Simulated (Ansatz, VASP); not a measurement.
# Ti3H in VASP and in Ansatz

```
Ti H
1.0
     4.60398    0.00000    0.00000
    -2.30199    3.98716    0.00000
     0.00000    0.00000   22.49699
Ti H
6 2
Direct
  0.66667 0.33333 0.17780
  0.33333 0.66667 0.21958
  0.00000 0.00000 0.26135
  0.66667 0.33333 0.29806
  0.33333 0.66667 0.33046
  0.00000 0.00000 0.37769
  0.27571 0.72429 0.39770
  0.39096 0.60904 0.39770
```

Alike in both runs: task single point; functional PBE; k mesh 6 × 6 × 1; occupations gaussian, width 0.1 eV; no spin polarisation.

|  | VASP | Ansatz |
| --- | --- | --- |
| version | VASP 6.6.1 | Ansatz 0.2.0 |
| potentials or method | VASP PAW PBE potentials, release 64 (Ti_sv, H), cutoff 520 eV | scalar-relativistic, plane waves, PAW |
| valence electrons in the cell | 74 | 74 |

Ansatz gave:

| Property | Result |
| --- | --- |
| gap on the k mesh at the Fermi level (eV) | none |
| rms of the force components (eV/Å) | 1.267 |
| work function, face that differs most (eV) | 2.64 |

What did VASP give for the same quantities?

gap on the k mesh at the Fermi level (eV): none; rms of the force components (eV/Å): 1.269; work function, face that differs most (eV): 2.64.

Atom by atom the forces differ by 0.006 eV/Å (rms over components). A gap of «none» marks a metal or a gap that the smearing closes. With one functional, cell and mesh, what is left measures potentials, basis and numerics.
